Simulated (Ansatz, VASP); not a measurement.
# Two plane-wave programs on Be2H3

```
Be H
1.0
     1.92636    1.11219    4.93554
    -1.92636    1.11219    4.93554
     0.00000   -2.22437    4.93554
Be H
4 6
Direct
  0.81899 0.81899 0.81899
  0.68101 0.68101 0.68101
  0.18101 0.18101 0.18101
  0.31899 0.31899 0.31899
  0.06476 0.43524 0.75000
  0.75000 0.06476 0.43524
  0.43524 0.75000 0.06476
  0.93524 0.56476 0.25000
  0.25000 0.93524 0.56476
  0.56476 0.25000 0.93524
```

Alike in both runs: functional PBE; k mesh 6 × 6 × 6; occupations gaussian, width 0.1 eV; no spin polarisation.

Ansatz relaxed the structure, and its values are those at the end. VASP's run is a single point on that final structure, the one shown.

|  | VASP | Ansatz |
| --- | --- | --- |
| version | VASP 6.6.1 | Ansatz 0.2.0 |
| potentials or method | VASP PAW PBE potentials, release 64 (Be, H), cutoff 520 eV | scalar-relativistic, plane waves, PAW |
| valence electrons in the cell | 14 | 14 |

Ansatz gave:

| Property | Result |
| --- | --- |
| gap on the k mesh at the Fermi level (eV) | none |
| pressure (GPa) | 0.0 |
| rms of the force components (eV/Å) | 0.002 |

Problem. Estimate VASP's values.

Solution. gap on the k mesh at the Fermi level (eV): none; pressure (GPa): 0.0; rms of the force components (eV/Å): 0.006.

A gap of «none» marks a metal or a gap that the smearing closes.
